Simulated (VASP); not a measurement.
# AlP5: single point with PBE

Crystal: AlP5.

```
CELL_PARAMETERS angstrom
5.10989 0.00000 0.00000
-2.55494 4.42529 0.00000
0.00000 0.00000 4.27121
ATOMIC_POSITIONS crystal
Al 0.00000 0.00000 0.00000
P 0.50000 0.00000 0.50000
P 0.50000 0.50000 0.50000
P 0.00000 0.50000 0.50000
P 0.33333 0.66667 0.00000
P 0.66667 0.33333 0.00000
```

```
Program             : VASP 6.6.1
Task                : single point
Functional          : PBE
Potentials or basis : VASP PAW PBE potentials, release 64 (Al, P)
Cutoff              : 520 eV
k mesh              : 6 × 6 × 4
Occupations         : gaussian, width 0.1 eV
Spin                : no spin polarisation
```

```
Pressure               : -0.2 GPa
Band gap on the k mesh : zero (band 14 reaches 9.69 eV, above the bottom of band 15 at 7.04 eV)
```

Stress tensor (GPa, compression positive):
```
-0.12  0.00  0.00
 0.00 -0.12  0.00
 0.00  0.00 -0.21
```

Levels at points of the mesh, in eV from the Fermi level:
```tsv
k point	band 10	band 11	band 12	band 13	band 14	band 15	band 16	band 17	band 18	band 19
(0.00, 0.00, 0.00)	-3.56	-2.89	-1.80	-1.80	-1.56	-1.56	0.27	0.27	3.50	4.02
(0.50, 0.00, 0.00)	-2.67	-2.65	-2.60	-1.89	-1.69	-1.60	0.38	1.94	2.59	2.63
(0.00, 0.00, 0.50)	-4.82	-2.96	-2.96	-2.35	-0.73	0.56	0.89	3.67	4.45	4.68
(0.50, 0.00, 0.50)	-1.49	-1.44	-1.39	-0.93	-0.73	-0.04	1.59	1.62	1.65	2.45
```

Run time: 36 s on 1 thread of AMD EPYC 7R43 64-Core Processor (Zen 3), with other jobs on the host, peak memory 0.18 GiB.

Caveat: the k points lie up to 0.37 Å⁻¹ apart.
